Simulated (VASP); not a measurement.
Write the native input for VASP 6.6.1 that does the following.

```
Task                   : single point
Functional             : r2SCAN
Potentials or basis    : VASP PAW PBE potentials, release 64 (W_sv)
Cutoff                 : 520 eV
k mesh                 : 18 × 18 × 18
Occupations            : gaussian, width 0.1 eV
Spin                   : no spin polarisation
Dipole correction      : no
Further INCAR settings : ALGO = Normal; EDIFF = 1e-06; NBANDS = 13
```

Crystal: W.

```
W
1.0
     0.00000    1.92479    1.92479
     1.92479    0.00000    1.92479
     1.92479    1.92479    0.00000
W
1
Direct
  0.00000 0.00000 0.00000
```

This cell differs from its parent crystal: volume scaled by 0.88.

These files were run (other wordings do the same):

POSCAR

```
W
1.0
    0.0000000000      1.9247864974      1.9247864974
    1.9247864974      0.0000000000      1.9247864974
    1.9247864974      1.9247864974      0.0000000000
W
1
Direct
    0.0000000000      0.0000000000      0.0000000000
```

INCAR.step1

```
PREC     = Accurate       # precision mode
ENCUT    = 520            # plane-wave cutoff, eV
ISMEAR   = 0              # smearing method
SIGMA    = 0.1            # smearing width, eV
LREAL    = F              # projectors in reciprocal space
LASPH    = T              # aspherical terms in the spheres
NELM     = 80             # most SCF steps
NBANDS   = 13             # bands
GGA      = PE             # functional
ALGO     = Normal         # electronic algorithm
EDIFF    = 1E-4           # SCF threshold, eV
LWAVE    = T              # write WAVECAR
LCHARG   = F              # write CHGCAR
```

INCAR.step2

```
PREC     = Accurate       # precision mode
ENCUT    = 520            # plane-wave cutoff, eV
EDIFF    = 1E-6           # SCF threshold, eV
ISMEAR   = 0              # smearing method
SIGMA    = 0.1            # smearing width, eV
LREAL    = F              # projectors in reciprocal space
LASPH    = T              # aspherical terms in the spheres
NELM     = 80             # most SCF steps
ALGO     = Normal         # electronic algorithm
ISIF     = 2              # what is computed and relaxed
LWAVE    = F              # write WAVECAR
LCHARG   = T              # write CHGCAR
METAGGA  = R2SCAN         # meta-GGA
LMIXTAU  = T            
LELF     = T              # ELF
LVHAR    = T            
NBANDS   = 13             # bands
ISTART   = 1
```

KPOINTS

```
regular mesh
0
Gamma
  18 18 18
```

Potentials or basis: VASP PAW PBE potentials, release 64 (W_sv).

Command:

```console
$ cat potpaw_PBE.64/W_sv/POTCAR > POTCAR
$ cp INCAR.step1 INCAR
$ mpirun -np 1 vasp_std > vasp.out
$ cp INCAR.step2 INCAR
$ mpirun -np 1 vasp_std > vasp.out
```

It gave:

```
Pressure               : 51.0 GPa
Band gap on the k mesh : zero (band 7 reaches 16.38 eV, above the bottom of band 8 at 11.57 eV)
```

Caveat: the PAW data sets were made with another functional, which shifts forces and pressure a little; spin-orbit coupling is left out, which moves the levels of the heavy elements.

It took 95 s on 1 thread of Intel Xeon 6975P-C, on a shared host, peak memory 0.16 GiB.
